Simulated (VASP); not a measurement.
Here is a VASP 6.6.1 calculation.

File INCAR:

```
PREC     = Accurate       # precision mode
ENCUT    = 520            # plane-wave cutoff, eV
EDIFF    = 1E-7           # SCF threshold, eV
ISMEAR   = 0              # smearing method
SIGMA    = 0.05           # smearing width, eV
LREAL    = False          # projectors in reciprocal space
LASPH    = True           # aspherical terms in the spheres
NELM     = 100            # most SCF steps
ALGO     = Normal         # electronic algorithm
ISIF     = 2              # what is computed and relaxed
LWAVE    = False          # write WAVECAR
LCHARG   = False          # write CHGCAR
GGA      = PE             # functional
NBANDS   = 26             # bands
```

The input KPOINTS:

```
Automatic mesh
0
Gamma
  10 10 4
```

Contents of POSCAR:

```
Si
1.0
    0.0000000000      0.0000000000      3.8608359371
    3.3455832253     -3.3455832253     -1.9304179686
    6.6911664507      6.6911664507      0.0000000000
Si
8
Direct
   -0.0080412335      0.0000000000      0.1786105076
    0.5080412335      0.0000000000      0.6786105076
    0.5080412335      0.0000000000      0.3213894924
   -0.0080412335      0.0000000000      0.8213894924
    0.7331184532      0.6427789847      0.0000000000
    0.4096605315      0.6427789847      0.5000000000
    0.0903394685      0.3572210153      0.0000000000
    0.7668815468      0.3572210153      0.5000000000
```

Potentials or basis: VASP PAW PBE potentials, release 64 (Si).

Launch:

```bash
$ cat potpaw_PBE.64/Si/POTCAR > POTCAR
$ mpirun -np 1 vasp_std > vasp.out
```

Question: Predict the largest force.

Answer: 0.598 eV/Å.

Question: Predict the pressure.

Answer: -0.7 GPa.

Question: Predict the band gap on the k mesh.

Answer: Zero (bands 16 and 17 overlap by 0.18 eV).

Stress tensor (GPa, compression positive):
```
-0.70  0.22  0.00
 0.22 -0.70  0.00
 0.00  0.00 -0.63
```

Caveat: the cell differs from its parent crystal (atoms displaced along a vibrational mode); semilocal functionals underestimate gaps, and a narrow one can read as zero.
